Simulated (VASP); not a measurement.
# In2As2H in VASP: notebook

In2As2H is run at these levels: PBE+D3(BJ); tasks: single point.

All numbers are computed with VASP 6.6.1; they aren't measurements. Logs are shortened: lines on timing, memory, paths and dates and some standing lists are left out, and cuts for length are marked.

### Step 1. The cell of the first run

The cell holds a slab with vacuum, 5 atoms: a = 4.322 Å, b = 4.322 Å, c = 21.739 Å, α = 90.00°, β = 90.00°, γ = 120.00°.

### Step 2. Single point, PBE+D3(BJ)

INCAR reads:

```
PREC = Accurate
ENCUT = 520
EDIFF = 1E-7
ISMEAR = 0
SIGMA = 0.1
LREAL = False
LASPH = True
NELM = 100
ALGO = Normal
ISIF = 2
LWAVE = False
LCHARG = True
LDIPOL = True
IDIPOL = 3
DIPOL = 0.5 0.5 0.338
GGA = PE
IVDW = 12
LELF = True
LVHAR = True
LVACPOTAV = True
NBANDS = 26
```

KPOINTS reads:

```
regular mesh
0
Gamma
  6 6 1
```

POSCAR reads:

```
In2As2H
1.0
    4.3220706691      0.0000000000      0.0000000000
   -2.1610353346      3.7430229964      0.0000000000
    0.0000000000      0.0000000000     21.7386927198
As In H
2 2 1
Direct
    0.0000000000      0.0000000000      0.1840037049
    0.3333333333      0.6666666667      0.3557112058
    0.3333333333      0.6666666667      0.2245875152
    0.6666666667      0.3333333333      0.3881876812
    0.6666666667      0.5555555556      0.5399907378
```

Potentials or basis: VASP PAW PBE potentials, release 64 (As, In_d, H).

Command:

```console
$ cat potpaw_PBE.64/As/POTCAR potpaw_PBE.64/In_d/POTCAR potpaw_PBE.64/H/POTCAR > POTCAR
$ mpirun -np 1 vasp_std > vasp.out
```

OUTCAR:

```text
PREC = Accurate
   ENCUT = 520
   EDIFF = 1E-7
   ISMEAR = 0
   LREAL = False
   LASPH = True
   NELM = 100
   ISIF = 2
   GGA = PE
   IVDW = 12
 IVDW          = 12

 ion  position               nearest neighbor table
   1  0.000  0.000  0.184-   3 2.65   3 2.65   3 2.65
   2  0.333  0.667  0.356-   4 2.59   4 2.59   4 2.59   3 2.85
   3  0.333  0.667  0.225-   1 2.65   1 2.65   1 2.65   2 2.85
   4  0.667  0.333  0.388-   2 2.59   2 2.59   2 2.59
   5  0.667  0.556  0.540-

  LATTYP: Found a hexagonal cell.
 ALAT       =     4.3220706691
 C/A-ratio  =     5.0296939555

  Lattice vectors:

 A1 = (   4.3220706691,   0.0000000000,   0.0000000000)
 A2 = (  -2.1610353346,   3.7430229964,   0.0000000000)
 A3 = (   0.0000000000,   0.0000000000,  21.7386927198)

Analysis of symmetry for initial positions (statically):
=====================================================================
 Subroutine PRICEL returns:
 Original cell was already a primitive cell.

 Routine SETGRP: Setting up the symmetry group for a
 hexagonal supercell.

 Subroutine GETGRP returns: Found  1 space group operations
 (whereof  1 operations were pure point group operations)
 out of a pool of 24 trial point group operations.

The static configuration has the point symmetry C_1 .

Analysis of symmetry for dynamics (positions and initial velocities):
=====================================================================
 Subroutine PRICEL returns:
 Original cell was already a primitive cell.

 Routine SETGRP: Setting up the symmetry group for a
 hexagonal supercell.

 Subroutine GETGRP returns: Found  1 space group operations
 (whereof  1 operations were pure point group operations)
 out of a pool of 24 trial point group operations.

The dynamic configuration has the point symmetry C_1 .

 Subroutine INISYM returns: Found  1 space group operations
 (whereof  1 operations are pure point group operations),
 and found     1 'primitive' translations

----------------------------------------------------------------------------------------

                                     Primitive cell

  volume of cell :     351.6801

  direct lattice vectors                    reciprocal lattice vectors
     4.322070669  0.000000000  0.000000000     0.231370581  0.133581867  0.000000000
    -2.161035335  3.743022996  0.000000000     0.000000000  0.267163734  0.000000000
     0.000000000  0.000000000 21.738692720     0.000000000  0.000000000  0.046000926

  length of vectors
     4.322070669  4.322070669 21.738692720     0.267163734  0.267163734  0.046000926

  position of ions in fractional coordinates (direct lattice)
     0.000000000  0.000000000  0.184003705
     0.333333333  0.666666667  0.355711206
     0.333333333  0.666666667  0.224587515
     0.666666667  0.333333333  0.388187681
     0.666666667  0.555555556  0.539990738

  ion indices of the primitive-cell ions
   primitive index   ion index
                 1           1
                 2           2
                 3           3
                 4           4
                 5           5

----------------------------------------------------------------------------------------

 KPOINTS: regular mesh

Automatic generation of k-mesh.
 Grid dimensions read from file:
 generate k-points for:    6    6    1

 Generating k-lattice:

  Cartesian coordinates                     Fractional coordinates (reciprocal lattice)
     0.038561763  0.022263644  0.000000000     0.166666667  0.000000000  0.000000000
     0.000000000  0.044527289  0.000000000     0.000000000  0.166666667  0.000000000
     0.000000000  0.000000000  0.046000926     0.000000000  0.000000000  1.000000000

  Length of vectors
     0.044527289  0.044527289  0.046000926

  Shift w.r.t. Gamma in fractional coordinates (k-lattice)
     0.000000000  0.000000000  0.000000000

 Subroutine IBZKPT returns following result:
 ===========================================

 Found     20 irreducible k-points:

 Following reciprocal coordinates:
            Coordinates               Weight
  0.000000  0.000000  0.000000      1.000000
  0.166667  0.000000  0.000000      2.000000
  0.000000  0.166667  0.000000      2.000000
 -0.166667  0.166667  0.000000      2.000000
  0.333333  0.000000  0.000000      2.000000
  0.000000  0.333333  0.000000      2.000000
[... 12 lines left out ...]
  0.500000 -0.166667  0.000000      2.000000
  0.333333  0.333333  0.000000      2.000000
   k-points           NKPTS =     20   k-points in BZ     NKDIM =     20   number of bands    NBANDS=     26
   number of dos      NEDOS =    301   number of ions     NIONS =      5
   total plane-waves  NPLWV = 165888
   dimension x,y,z NGX =    32 NGY =   32 NGZ =  162
   dimension x,y,z NGXF=    64 NGYF=   64 NGZF=  324
   ions per type =               2   2   1
   NGX,Y,Z   is equivalent  to a cutoff of  12.31, 12.31, 12.39 a.u.
   NGXF,Y,Z  is equivalent  to a cutoff of  24.62, 24.62, 24.78 a.u.
 SYSTEM =  unknown system
   PREC   = accura    normal or accurate (medium, high low for compatibility)
   ISTART =      0    job   : 0-new  1-cont  2-samecut
   ICHARG =      2    charge: 1-file 2-atom 10-const
   ISPIN  =      1    spin polarized calculation?
   LNONCOLLINEAR =      F non collinear calculations
   LSORBIT =      F    spin-orbit coupling
   LASPH  =      T    aspherical Exc in radial PAW
   ENCUT  =  520.0 eV  38.22 Ry    6.18 a.u.   8.04  8.04 40.42*2*pi/ulx,y,z
   NELM   =    100;   NELMIN=  2; NELMDL= -5     # of ELM steps
   EDIFF  = 0.1E-06   stopping-criterion for ELM
   LREAL  =      F    real-space projection
   EDIFFG = 0.1E-05   stopping-criterion for IOM
   NSW    =      0    number of steps for IOM
   IBRION =     -1    ionic relax: 0-MD 1-quasi-New 2-CG
   NFREE  =      0    steps in history (QN), initial steepest desc. (CG)
   ISIF   =      2    stress and relaxation
   ISYM   =      2    0-nonsym 1-usesym 2-fastsym
   POTIM  = 0.5000    time-step for ionic-motion
   TEBEG  =    0.0;   TEEND  =   0.0 temperature during run
   PSTRESS=    0.0 pullay stress
   NELECT =      37.0000    total number of electrons
   NUPDOWN=      -1.0000    fix difference up-down
   EMIN   =  10.00;   EMAX   =-10.00  energy-range for DOS
   EFERMI =   0.00;   METHOD = LEGACY
   ISMEAR =     0;   SIGMA  =   0.10  broadening in eV -4-tet -1-fermi 0-gaus
   EFERMI_NEDOS =   21; number of points for ismear=-14 and -15
   IALGO  =     38    algorithm
   IMIX   =      4    mixing-type and parameters
     AMIX     =   0.40;   BMIX     =  1.00
     AMIX_MAG =   1.60;   BMIX_MAG =  1.00
  volume/ion in A,a.u.               =      70.34       474.65
  Fermi-wavevector in a.u.,A,eV,Ry     =   0.772846  1.460467  8.126631  0.597291
  Thomas-Fermi vector in A             =   1.874564
   LORBIT       =      0    0 simple, 1 ext, 2 COOP (PROOUT), +10 PAW based schemes
   GGA     = PE    functional components
   LHFCALC =     F    Hartree Fock is set to
   AEXX    =    0.0000 exact exchange contribution
   IVDW    =    12    specifies the selected vdW correction
   LEPSILON=     F    determine dielectric tensor
   LRPA    =     F    only Hartree local field effects (RPA)
 non-spin polarized calculation
 Gauss-broadening in eV      SIGMA  =   0.10
  energy-cutoff  :      520.00
  volume of cell :      351.68
 maximum number of plane-waves:      9486
   NGX = 17   NGY = 17   NGZ = 81

 dipolmoment           0.000000      0.000000     -0.217451 electrons x Angstroem

 number of electron      36.9999995 magnetization

 dipolmoment           0.000000      0.000000      0.089896 electrons x Angstroem

 Free energy of the ion-electron system (eV)
  ---------------------------------------------------
  ext. energy  EPLUGINS =         0.00000000
  ---------------------------------------------------
  free energy    TOTEN  =       -14.70108999 eV

  energy without entropy =      -14.65449741  energy(sigma->0) =      -14.67779370

 E-fermi :  -2.7328     XC(G=0):  -3.9110

 val. band max:       -2.7395175324   @ k =  -0.1667   0.3333   0.0000
 cond. band min:      -2.7266179329   @ k =   0.3333   0.3333   0.0000
 fundamental gap:      0.0128995995
 Fermi energy:        -2.7327622240

 k-point     1 :       0.0000    0.0000    0.0000
  band No.  band energies     occupation
      1     -17.4721      2.00000
      2     -17.3919      2.00000
      3     -17.3837      2.00000
      4     -17.3052      2.00000
      5     -17.2969      2.00000
      6     -16.6327      2.00000
[... 18 lines left out ...]
     25       2.3141      0.00000
     26       2.3173      0.00000

 k-point     2 :       0.1667    0.0000    0.0000
  band No.  band energies     occupation
      1     -17.4796      2.00000
      2     -17.3906      2.00000
      3     -17.3784      2.00000
      4     -17.3063      2.00000
      5     -17.2933      2.00000
      6     -16.6335      2.00000
[... 18 lines left out ...]
     25       2.2418      0.00000
     26       2.7756      0.00000

 k-point     3 :       0.0000    0.1667    0.0000
  band No.  band energies     occupation
      1     -17.4782      2.00000
      2     -17.3878      2.00000
      3     -17.3834      2.00000
      4     -17.3077      2.00000
      5     -17.2913      2.00000
      6     -16.6334      2.00000
[... 18 lines left out ...]
     25       2.2399      0.00000
     26       2.7750      0.00000

 k-point     4 :      -0.1667    0.1667    0.0000
  band No.  band energies     occupation
      1     -17.4811      2.00000
      2     -17.3907      2.00000
      3     -17.3767      2.00000
      4     -17.3020      2.00000
      5     -17.2977      2.00000
      6     -16.6338      2.00000
[... 18 lines left out ...]
     25       2.2412      0.00000
     26       2.7758      0.00000
[... 380 lines left out ...]
      1     -17.5115      2.00000
      2     -17.3761      2.00000
      3     -17.3718      2.00000
      4     -17.3118      2.00000
      5     -17.2715      2.00000
      6     -16.6581      2.00000
[... 18 lines left out ...]
     25       3.1024      0.00000
     26       3.5427      0.00000

 k-point    19 :       0.5000   -0.1667    0.0000
  band No.  band energies     occupation
      1     -17.5152      2.00000
      2     -17.3779      2.00000
      3     -17.3648      2.00000
      4     -17.3087      2.00000
      5     -17.2756      2.00000
      6     -16.6586      2.00000
[... 18 lines left out ...]
     25       3.0521      0.00000
     26       3.4825      0.00000

 k-point    20 :       0.3333    0.3333    0.0000
  band No.  band energies     occupation
      1     -17.5147      2.00000
      2     -17.3731      2.00000
      3     -17.3690      2.00000
      4     -17.3070      2.00000
      5     -17.2782      2.00000
      6     -16.6585      2.00000
[... 18 lines left out ...]
     25       3.2940      0.00000
     26       3.7294      0.00000

------------------------ aborting loop because EDIFF is reached ----------------------------------------

 Edisp (eV)   -0.86585

 E8    (eV) :    -0.4107

  FORCE on cell =-STRESS in cart. coord.  units (eV):
  Direction    XX          YY          ZZ          XY          YZ          ZX
  --------------------------------------------------------------------------------------
  -------------------------------------------------------------------------------------
  Total      -0.05101    -0.32538    -2.21735     0.01464    -0.34628     0.20539
  in kB      -0.23238    -1.48235   -10.10177     0.06670    -1.57759     0.93572
  external pressure =       -3.94 kB  Pullay stress =        0.00 kB

 VOLUME and BASIS-vectors are now :
 -----------------------------------------------------------------------------
  energy-cutoff  :      520.00
  volume of cell :      351.68
      direct lattice vectors                 reciprocal lattice vectors
     4.322070669  0.000000000  0.000000000     0.231370581  0.133581867  0.000000000
    -2.161035335  3.743022996  0.000000000     0.000000000  0.267163734  0.000000000
     0.000000000  0.000000000 21.738692720     0.000000000  0.000000000  0.046000926

 POSITION                                       TOTAL-FORCE (eV/Angst)
 -----------------------------------------------------------------------------------
      0.00000      0.00000      4.00000         0.010286     -0.014630      0.067116
     -0.00000      2.49535      7.73270        -0.014673      0.009291     -0.280588
     -0.00000      2.49535      4.88224        -0.005510      0.006212      0.088328
      2.16104      1.24767      8.43869        -0.057099      0.115148      0.660867
      1.68081      2.07946     11.73869         0.066995     -0.116021     -0.535723
 -----------------------------------------------------------------------------------
    total drift:                                0.000037     -0.000102     -0.000799

  FREE ENERGIE OF THE ION-ELECTRON SYSTEM (eV)
  ---------------------------------------------------
  free  energy   TOTEN  =       -15.5669394953 eV

  energy  without entropy=      -15.5203469110  energy(sigma->0) =      -15.54364320

 vacuum level on the upper side and lower side of the slab         3.924         2.919
```

Run time: 3 min. Hardware: 1 thread of Intel Xeon 6975P-C (Granite Rapids), shared host; peak memory 0.49 GiB.

What came out:

* Free energy: -15.5669 eV
* Largest force: 0.673 eV/Å
* Band gap on the k mesh: zero (an odd number of electrons rules out a gap without spin polarisation)
* Dispersion energy per atom: -0.173 eV

Forces on the atoms (eV/Å):
```
As   0.010 -0.015  0.067
As  -0.015  0.009 -0.281
In  -0.006  0.006  0.088
In  -0.057  0.115  0.661
H    0.067 -0.116 -0.536
```

Levels at points of the mesh, in eV from the Fermi level:
```tsv
k point	band 16	band 17	band 18	band 19	band 20	band 21
(0.00, 0.00, 0.00)	-0.84	-0.25	0.25	0.25	0.50	1.31
(0.50, 0.00, 0.00)	-1.94	-0.90	-0.63	0.05	1.31	2.05
(0.00, 0.50, 0.00)	-1.95	-0.90	-0.63	0.10	1.29	1.98
(0.50, 0.50, 0.00)	-1.94	-0.90	-0.60	0.01	1.27	2.07
```

Caveat: spin-orbit coupling is left out, which moves the levels of the heavy elements.

### Step 3. Single point, PBE+D3(BJ)

INCAR reads:

```
SYSTEM = In2As2H
  ALGO = Normal
  DIPOL = 0.5 0.5 0.338
  EDIFF = 1E-6
  ENCUT = 520
  GGA = PE
  IDIPOL = 3
  ISIF = 2
  ISMEAR = 0
  IVDW = 12
  LASPH = .True.
  LCHARG = .False.
  LDIPOL = .True.
  LREAL = .False.
  LWAVE = .False.
  NBANDS = 26
  NELM = 100
  PREC = Accurate
  SIGMA = 0.1
```

KPOINTS reads:

```
k-points
0
Gamma
  6 6 1
  0 0 0
```

POSCAR: that of step 2 with these lines changed.

```diff
@@ -12,2 +12,2 @@
     0.6666666667      0.3333333333      0.3881876812
-    0.6666666667      0.5555555556      0.5399907378
+    0.6666666667      0.7777777778      0.5399907378
```

Potentials or basis: VASP PAW PBE potentials, release 64 (As, In_d, H).

Command:

```console
$ cat potpaw_PBE.64/As/POTCAR potpaw_PBE.64/In_d/POTCAR potpaw_PBE.64/H/POTCAR > POTCAR
$ mpirun -np 1 vasp_std > vasp.out
```

OUTCAR:

```text
SYSTEM = In2As2H
   EDIFF = 1E-6
   ENCUT = 520
   GGA = PE
   ISIF = 2
   ISMEAR = 0
   IVDW = 12
   LASPH = .True.
   LREAL = .False.
   NELM = 100
   PREC = Accurate
 IVDW          = 12

 ion  position               nearest neighbor table
   1  0.000  0.000  0.184-   3 2.65   3 2.65   3 2.65
   2  0.333  0.667  0.356-   4 2.59   4 2.59   4 2.59   3 2.85
   3  0.333  0.667  0.225-   1 2.65   1 2.65   1 2.65   2 2.85
   4  0.667  0.333  0.388-   2 2.59   2 2.59   2 2.59
   5  0.667  0.778  0.540-

  LATTYP: Found a hexagonal cell.
 ALAT       =     4.3220706691
 C/A-ratio  =     5.0296939555

  Lattice vectors:

 A1 = (   4.3220706691,   0.0000000000,   0.0000000000)
 A2 = (  -2.1610353346,   3.7430229964,   0.0000000000)
 A3 = (   0.0000000000,   0.0000000000,  21.7386927198)

Analysis of symmetry for initial positions (statically):
=====================================================================
 Subroutine PRICEL returns:
 Original cell was already a primitive cell.

 Routine SETGRP: Setting up the symmetry group for a
[... 177 lines left out ...]
 fundamental gap:      0.0268150615
 Fermi energy:        -2.6940630680

 k-point     1 :       0.0000    0.0000    0.0000
  band No.  band energies     occupation
      1     -17.6030      2.00000
      2     -17.5065      2.00000
      3     -17.5031      2.00000
      4     -17.4200      2.00000
      5     -17.4174      2.00000
      6     -16.6031      2.00000
[... 569 lines left out ...]
     25       3.2918      0.00000
     26       3.7050      0.00000

------------------------ aborting loop because EDIFF is reached ----------------------------------------

 vacuum level on the upper side and lower side of the slab       (xc-potential included)         0.292        -0.643

 Edisp (eV)   -0.86635

 E8    (eV) :    -0.4109

  FORCE on cell =-STRESS in cart. coord.  units (eV):
  Direction    XX          YY          ZZ          XY          YZ          ZX
  --------------------------------------------------------------------------------------
  -------------------------------------------------------------------------------------
  Total      -0.25344    -0.52420    -1.35107     0.13837    -0.12368     0.08566
  in kB      -1.15460    -2.38815    -6.15518     0.63039    -0.56347     0.39023
  external pressure =       -3.23 kB  Pullay stress =        0.00 kB

 VOLUME and BASIS-vectors are now :
 -----------------------------------------------------------------------------
  energy-cutoff  :      520.00
  volume of cell :      351.68
      direct lattice vectors                 reciprocal lattice vectors
     4.322070669  0.000000000  0.000000000     0.231370581  0.133581867  0.000000000
    -2.161035335  3.743022996  0.000000000     0.000000000  0.267163734  0.000000000
     0.000000000  0.000000000 21.738692720     0.000000000  0.000000000  0.046000926

 POSITION                                       TOTAL-FORCE (eV/Angst)
 -----------------------------------------------------------------------------------
      0.00000      0.00000      4.00000         0.008745     -0.001648      0.071056
     -0.00000      2.49535      7.73270        -0.023802     -0.002183     -0.184120
     -0.00000      2.49535      4.88224        -0.007044     -0.001034      0.029739
      2.16104      1.24767      8.43869        -0.002808      0.046233      0.392765
      1.20058      2.91124     11.73869         0.024909     -0.041369     -0.309439
 -----------------------------------------------------------------------------------
    total drift:                                0.000028     -0.000011     -0.000955

  FREE ENERGIE OF THE ION-ELECTRON SYSTEM (eV)
  ---------------------------------------------------
  free  energy   TOTEN  =       -15.4614046755 eV

  energy  without entropy=      -15.4195152888  energy(sigma->0) =      -15.44045998

 vacuum level on the upper side and lower side of the slab         3.773         2.819
```

OSZICAR:

```text
N       E                     dE             d eps       ncg     rms          rms(c)
DAV:   1     0.279245657221E+03    0.27925E+03   -0.14603E+04  1040   0.113E+03
DAV:   2     0.120828528787E+02   -0.26716E+03   -0.26248E+03  1210   0.287E+02
DAV:   3    -0.142725639578E+02   -0.26355E+02   -0.26110E+02  1320   0.117E+02
[... 18 lines left out ...]
DAV:  22    -0.145950312002E+02   -0.51409E-05   -0.19982E-05  1216   0.741E-03    0.110E-02
DAV:  23    -0.145950461274E+02   -0.14927E-04   -0.30013E-05   954   0.654E-03    0.854E-03
DAV:  24    -0.145950517121E+02   -0.55847E-05   -0.12505E-06   946   0.401E-03    0.974E-03
DAV:  25    -0.145950504956E+02    0.12165E-05   -0.34772E-06   884   0.263E-03    0.291E-03
DAV:  26    -0.145950506137E+02   -0.11815E-06   -0.39662E-07   818   0.139E-03
   1 F= -.15461405E+02 E0= -.15440460E+02  d E =-.418894E-01
```

stdout:

```text
POSCAR found type information on POSCAR AsInH
 POSCAR found :  3 types and       5 ions
 scaLAPACK will be used
 LDA part: xc-table for (Slater+PW92), standard interpolation
 POSCAR, INCAR and KPOINTS ok, starting setup
 FFT: planning ... GRIDC
 FFT: planning ... GRID_SOFT
 FFT: planning ... GRID
 WAVECAR not read
 entering main loop
```

Run time: 2.4 min. Hardware: 1 thread of Intel Xeon 6975P-C (Granite Rapids), shared host; peak memory 0.5 GiB.

Results:

```yaml
Free_energy: -15.4614 eV
Largest_force: 0.395 eV/Å
Band_gap_on_the_k_mesh: zero (an odd number of electrons rules out a gap without spin polarisation)
Dispersion_energy_per_atom: -0.173 eV
```

Forces on the atoms (eV/Å):
```
As   0.009 -0.002  0.071
As  -0.024 -0.002 -0.184
In  -0.007 -0.001  0.030
In  -0.003  0.046  0.393
H    0.025 -0.041 -0.309
```

Caveat: spin-orbit coupling is left out, which moves the levels of the heavy elements.

[end of part 1 of 2]
